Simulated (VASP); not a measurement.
# CdS (P6_3mc) in VASP: single point with r2SCAN

Aim: the single point of CdS with r2SCAN.

Everything below comes from runs of VASP 6.6.1. Logs are shortened: lines on timing, memory, paths and dates and some standing lists are left out, and cuts for length are marked.

### Step 1. The cell of the first run

Symmetry: P6_3mc, No. 186, hexagonal system. Conventional cell: a = 4.165 Å, b = 4.165 Å, c = 6.768 Å, α = 90.00°, β = 90.00°, γ = 120.00°. Cd (site symmetry 3m) has 4 S at 2.54 to 2.55 Å within 3.4 Å. S (site symmetry 3m) has 4 Cd at 2.54 to 2.55 Å within 3.4 Å.

### Step 2. Single point, r2SCAN

POSCAR reads:

```
CdS
1.0
    4.1645756208      0.0000000000      0.0000000000
   -2.0822878104      3.6066282836      0.0000000000
    0.0000000000      0.0000000000      6.7680332617
Cd S
2 2
Direct
    0.6666666667      0.3333333333      0.5000729604
    0.3333333333      0.6666666667      0.0000729604
    0.6666666667      0.3333333333      0.8769270396
    0.3333333333      0.6666666667      0.3769270396
```

INCAR.step1 reads:

```
SYSTEM = CdS
ALGO = Normal
EDIFF = 1E-4
ENCUT = 520
GGA = PE
ISMEAR = 0
LASPH = .TRUE.
LCHARG = .FALSE.
LREAL = .FALSE.
LWAVE = .TRUE.
NBANDS = 26
NELM = 100
PREC = Accurate
SIGMA = 0.02
```

INCAR.step2 reads:

```
SYSTEM = CdS
ALGO = Normal
EDIFF = 1E-7
ENCUT = 520
ISIF = 2
ISMEAR = 0
ISTART = 1
LASPH = .TRUE.
LCHARG = .FALSE.
LMIXTAU = .TRUE.
LREAL = .FALSE.
LWAVE = .FALSE.
METAGGA = R2SCAN
NBANDS = 26
NELM = 100
PREC = Accurate
SIGMA = 0.02
```

KPOINTS reads:

```
k-points
0
G
  9 9 4
  0 0 0
```

Potentials or basis: VASP PAW PBE potentials, release 64 (Cd, S).

Run with:

```sh
$ cat potpaw_PBE.64/Cd/POTCAR potpaw_PBE.64/S/POTCAR > POTCAR
$ cp INCAR.step1 INCAR
$ mpirun -np 1 vasp_std > vasp.out
$ cp INCAR.step2 INCAR
$ mpirun -np 1 vasp_std > vasp.out
```

OUTCAR:

```text
SYSTEM = CdS
   EDIFF = 1E-7
   ENCUT = 520
   ISIF = 2
   ISMEAR = 0
   ISTART = 1
   LASPH = .TRUE.
   LREAL = .FALSE.
   METAGGA = R2SCAN
   NELM = 100
   PREC = Accurate

 ion  position               nearest neighbor table
   1  0.667  0.333  0.500-   4 2.54   4 2.54   4 2.54   3 2.55
   2  0.333  0.667  0.000-   3 2.54   3 2.54   3 2.54   4 2.55
   3  0.667  0.333  0.877-   2 2.54   2 2.54   2 2.54   1 2.55
   4  0.333  0.667  0.377-   1 2.54   1 2.54   1 2.54   2 2.55

  LATTYP: Found a hexagonal cell.
 ALAT       =     4.1645756208
 C/A-ratio  =     1.6251435627

  Lattice vectors:

 A1 = (   4.1645756208,   0.0000000000,   0.0000000000)
 A2 = (  -2.0822878104,   3.6066282836,   0.0000000000)
 A3 = (   0.0000000000,   0.0000000000,   6.7680332617)

Analysis of symmetry for initial positions (statically):
=====================================================================
 Subroutine PRICEL returns:
 Original cell was already a primitive cell.

 Routine SETGRP: Setting up the symmetry group for a
 hexagonal supercell.

 Subroutine GETGRP returns: Found 12 space group operations
 (whereof  6 operations were pure point group operations)
 out of a pool of 24 trial point group operations.

The static configuration has the point symmetry C_3v.
 The point group associated with its full space group is C_6v.

Analysis of symmetry for dynamics (positions and initial velocities):
=====================================================================
 Subroutine PRICEL returns:
 Original cell was already a primitive cell.

 Routine SETGRP: Setting up the symmetry group for a
 hexagonal supercell.

 Subroutine GETGRP returns: Found 12 space group operations
 (whereof  6 operations were pure point group operations)
 out of a pool of 24 trial point group operations.

The dynamic configuration has the point symmetry C_3v.
 The point group associated with its full space group is C_6v.

 Subroutine INISYM returns: Found 12 space group operations
 (whereof  6 operations are pure point group operations),
 and found     1 'primitive' translations

----------------------------------------------------------------------------------------

                                     Primitive cell

  volume of cell :     101.6564

  direct lattice vectors                    reciprocal lattice vectors
     4.164575621  0.000000000  0.000000000     0.240120505  0.138633638  0.000000000
    -2.082287810  3.606628284  0.000000000     0.000000000  0.277267276  0.000000000
     0.000000000  0.000000000  6.768033262     0.000000000  0.000000000  0.147753411

  length of vectors
     4.164575621  4.164575621  6.768033262     0.277267276  0.277267276  0.147753411

  position of ions in fractional coordinates (direct lattice)
     0.666666667  0.333333333  0.500072960
     0.333333333  0.666666667  0.000072960
     0.666666667  0.333333333  0.876927040
     0.333333333  0.666666667  0.376927040

  ion indices of the primitive-cell ions
   primitive index   ion index
                 1           1
                 2           2
                 3           3
                 4           4

----------------------------------------------------------------------------------------

 KPOINTS: k-points

Automatic generation of k-mesh.
 Grid dimensions read from file:
 generate k-points for:    9    9    4

 Generating k-lattice:

  Cartesian coordinates                     Fractional coordinates (reciprocal lattice)
     0.026680056  0.015403738  0.000000000     0.111111111  0.000000000  0.000000000
     0.000000000  0.030807475  0.000000000     0.000000000  0.111111111  0.000000000
     0.000000000  0.000000000  0.036938353     0.000000000  0.000000000  0.250000000

  Length of vectors
     0.030807475  0.030807475  0.036938353

  Shift w.r.t. Gamma in fractional coordinates (k-lattice)
     0.000000000  0.000000000  0.000000000

 Subroutine IBZKPT returns following result:
 ===========================================

 Found     36 irreducible k-points:

 Following reciprocal coordinates:
            Coordinates               Weight
  0.000000  0.000000  0.000000      1.000000
  0.111111  0.000000  0.000000      6.000000
  0.222222  0.000000  0.000000      6.000000
  0.333333  0.000000  0.000000      6.000000
  0.444444  0.000000  0.000000      6.000000
  0.111111  0.111111  0.000000      6.000000
[... 16 lines left out ...]
  0.333333  0.222222  0.250000     24.000000
  0.333333  0.333333  0.250000      4.000000
 [... further k-points ...]
   k-points           NKPTS =     36   k-points in BZ     NKDIM =     36   number of bands    NBANDS=     26
   number of dos      NEDOS =    301   number of ions     NIONS =      4
   total plane-waves  NPLWV =  51200
   dimension x,y,z NGX =    32 NGY =   32 NGZ =   50
   dimension x,y,z NGXF=    64 NGYF=   64 NGZF=  100
   ions per type =               2   2
   NGX,Y,Z   is equivalent  to a cutoff of  12.77, 12.77, 12.28 a.u.
   NGXF,Y,Z  is equivalent  to a cutoff of  25.55, 25.55, 24.56 a.u.
 SYSTEM =  CdS
   PREC   = accura    normal or accurate (medium, high low for compatibility)
   ISTART =      1    job   : 0-new  1-cont  2-samecut
   ICHARG =      0    charge: 1-file 2-atom 10-const
   ISPIN  =      1    spin polarized calculation?
   LNONCOLLINEAR =      F non collinear calculations
   LSORBIT =      F    spin-orbit coupling
   LASPH  =      T    aspherical Exc in radial PAW
   ENCUT  =  520.0 eV  38.22 Ry    6.18 a.u.   7.74  7.74 12.58*2*pi/ulx,y,z
   NELM   =    100;   NELMIN=  2; NELMDL=  0     # of ELM steps
   EDIFF  = 0.1E-06   stopping-criterion for ELM
   LREAL  =      F    real-space projection
   EDIFFG = 0.1E-05   stopping-criterion for IOM
   NSW    =      0    number of steps for IOM
   IBRION =     -1    ionic relax: 0-MD 1-quasi-New 2-CG
   NFREE  =      0    steps in history (QN), initial steepest desc. (CG)
   ISIF   =      2    stress and relaxation
   ISYM   =      2    0-nonsym 1-usesym 2-fastsym
   POTIM  = 0.5000    time-step for ionic-motion
   TEBEG  =    0.0;   TEEND  =   0.0 temperature during run
   PSTRESS=    0.0 pullay stress
   NELECT =      36.0000    total number of electrons
   NUPDOWN=      -1.0000    fix difference up-down
   EMIN   =  10.00;   EMAX   =-10.00  energy-range for DOS
   EFERMI =   0.00;   METHOD = LEGACY
   ISMEAR =     0;   SIGMA  =   0.02  broadening in eV -4-tet -1-fermi 0-gaus
   EFERMI_NEDOS =   21; number of points for ismear=-14 and -15
   IALGO  =     38    algorithm
   IMIX   =      4    mixing-type and parameters
     AMIX     =   0.40;   BMIX     =  1.00
     AMIX_MAG =   1.60;   BMIX_MAG =  1.00
  volume/ion in A,a.u.               =      25.41       171.50
  Fermi-wavevector in a.u.,A,eV,Ry     =   1.158237  2.188751 18.252394  1.341513
  Thomas-Fermi vector in A             =   2.294841
   LORBIT       =      0    0 simple, 1 ext, 2 COOP (PROOUT), +10 PAW based schemes
   METAGGA = R2SCAN    functional components
   LHFCALC =     F    Hartree Fock is set to
   AEXX    =    0.0000 exact exchange contribution
   IVDW    =     0    specifies the selected vdW correction
   LEPSILON=     F    determine dielectric tensor
   LRPA    =     F    only Hartree local field effects (RPA)
 non-spin polarized calculation
 Gauss-broadening in eV      SIGMA  =   0.02
  energy-cutoff  :      520.00
  volume of cell :      101.66
 maximum number of plane-waves:      2786
 NGX is ok and might be reduce to    32
   NGX = 15   NGY = 15   NGZ = 25

 number of electron      35.9999996 magnetization

 Free energy of the ion-electron system (eV)
  ---------------------------------------------------
  ext. energy  EPLUGINS =         0.00000000
  ---------------------------------------------------
  free energy    TOTEN  =       -59.38250942 eV

  energy without entropy =      -59.38250942  energy(sigma->0) =      -59.38250942

 E-fermi :   0.9274     XC(G=0):  -9.6076

 val. band max:        0.8415857818   @ k =   0.0000   0.0000   0.0000
 cond. band min:       2.4669731360   @ k =   0.0000   0.0000   0.0000
 fundamental gap:      1.6253873542
 Fermi energy:         0.9273653082

 k-point     1 :       0.0000    0.0000    0.0000
  band No.  band energies     occupation
      1     -11.8855      2.00000
      2     -11.4722      2.00000
      3      -7.0178      2.00000
      4      -7.0126      2.00000
      5      -7.0126      2.00000
      6      -6.9263      2.00000
[... 18 lines left out ...]
     25       8.9626      0.00000
     26       8.9626      0.00000

 k-point     2 :       0.1111    0.0000    0.0000
  band No.  band energies     occupation
      1     -11.8434      2.00000
      2     -11.4535      2.00000
      3      -7.0050      2.00000
      4      -6.9946      2.00000
      5      -6.9765      2.00000
      6      -6.9051      2.00000
[... 18 lines left out ...]
     25       8.8542      0.00000
     26       9.2353      0.00000

 k-point     3 :       0.2222    0.0000    0.0000
  band No.  band energies     occupation
      1     -11.7332      2.00000
      2     -11.4094      2.00000
      3      -6.9666      2.00000
      4      -6.9532      2.00000
      5      -6.8806      2.00000
      6      -6.8378      2.00000
[... 18 lines left out ...]
     25       9.1828      0.00000
     26       9.8570      0.00000

 k-point     4 :       0.3333    0.0000    0.0000
  band No.  band energies     occupation
      1     -11.5983      2.00000
      2     -11.3679      2.00000
      3      -6.9324      2.00000
      4      -6.9162      2.00000
      5      -6.7867      2.00000
      6      -6.7661      2.00000
[... 18 lines left out ...]
     25       9.5955      0.00000
     26      10.2672      0.00000

 k-point     5 :       0.4444    0.0000    0.0000
  band No.  band energies     occupation
      1     -11.4980      2.00000
      2     -11.3530      2.00000
      3      -6.9169      2.00000
      4      -6.8990      2.00000
      5      -6.7218      2.00000
      6      -6.7214      2.00000
[... 18 lines left out ...]
     25       9.7309      0.00000
     26      11.3350      0.00000

 k-point     6 :       0.1111    0.1111    0.0000
  band No.  band energies     occupation
      1     -11.7672      2.00000
      2     -11.4222      2.00000
      3      -6.9755      2.00000
      4      -6.9670      2.00000
      5      -6.9095      2.00000
      6      -6.8691      2.00000
[... 427 lines left out ...]
 k-point    21 :       0.4444    0.1111    0.2500
  band No.  band energies     occupation
      1     -11.4462      2.00000
      2     -11.3655      2.00000
      3      -6.8986      2.00000
      4      -6.8734      2.00000
      5      -6.7777      2.00000
      6      -6.7384      2.00000
[... 18 lines left out ...]
     25       9.6733      0.00000
     26      10.9871      0.00000

 k-point    22 :       0.2222    0.2222    0.2500
  band No.  band energies     occupation
      1     -11.5035      2.00000
      2     -11.3775      2.00000
      3      -6.9018      2.00000
      4      -6.8785      2.00000
      5      -6.7919      2.00000
      6      -6.7685      2.00000
[... 18 lines left out ...]
     25       9.2690      0.00000
     26      10.3964      0.00000

 k-point    23 :       0.3333    0.2222    0.2500
  band No.  band energies     occupation
      1     -11.4282      2.00000
      2     -11.3653      2.00000
      3      -6.8980      2.00000
      4      -6.8467      2.00000
      5      -6.7788      2.00000
      6      -6.7368      2.00000
[... 18 lines left out ...]
     25       9.9291      0.00000
     26      10.6653      0.00000

 k-point    24 :       0.3333    0.3333    0.2500
  band No.  band energies     occupation
      1     -11.3820      2.00000
      2     -11.3820      2.00000
      3      -6.9014      2.00000
      4      -6.8003      2.00000
      5      -6.8003      2.00000
      6      -6.7280      2.00000
[... 18 lines left out ...]
     25      10.6044      0.00000
     26      10.9120      0.00000

 [... further k-points ...]
[... 5 lines left out ...]
  --------------------------------------------------------------------------------------
  -------------------------------------------------------------------------------------
  Total        0.1704248      0.1704248      0.1765912      0.0000000     -0.0000000      0.0000000
  in kB        2.6860166      2.6860166      2.7832045      0.0000000     -0.0000000      0.0000000
  external PRESSURE =       2.7184126 kB  Pullay stress =       0.0000000 kB

 VOLUME and BASIS-vectors are now :
 -----------------------------------------------------------------------------
  energy-cutoff  :      520.00
  volume of cell :      101.66
      direct lattice vectors                 reciprocal lattice vectors
     4.164575621  0.000000000  0.000000000     0.240120505  0.138633638  0.000000000
    -2.082287810  3.606628284  0.000000000     0.000000000  0.277267276  0.000000000
     0.000000000  0.000000000  6.768033262     0.000000000  0.000000000  0.147753411

 POSITION                                       TOTAL-FORCE (eV/Angst)
 -----------------------------------------------------------------------------------
      2.08229      1.20221      3.38451         0.000000     -0.000000     -0.001277
     -0.00000      2.40442      0.00049        -0.000000      0.000000     -0.001277
      2.08229      1.20221      5.93507         0.000000      0.000000      0.001277
     -0.00000      2.40442      2.55105         0.000000      0.000000      0.001277
 -----------------------------------------------------------------------------------
    total drift:                               -0.000000      0.000000     -0.004934

  FREE ENERGIE OF THE ION-ELECTRON SYSTEM (eV)
  ---------------------------------------------------
  free  energy   TOTEN  =       -59.3825094170 eV

  energy  without entropy=      -59.3825094170  energy(sigma->0) =      -59.38250942
```

It took 5.8 min on 1 thread of Intel Xeon 8259CL, shared host; peak memory 0.27 GiB.

Results:

| Quantity | Value |
| --- | --- |
| Free energy | -59.3825 eV |
| Pressure | 0.3 GPa |
| Band gap on the k mesh | 1.63 eV |

Levels at points of the mesh, in eV from the valence-band top:
```
           k point  band 16  band 17  band 18  band 19  band 20  band 21
(0.00, 0.00, 0.00)    -0.04     0.00     0.00     1.63     3.22     6.99
(0.00, 0.00, 0.50)    -0.38    -0.38    -0.38     3.26     3.26     6.62
```

Caveat: the PAW data sets were made with another functional, which shifts forces and pressure a little.
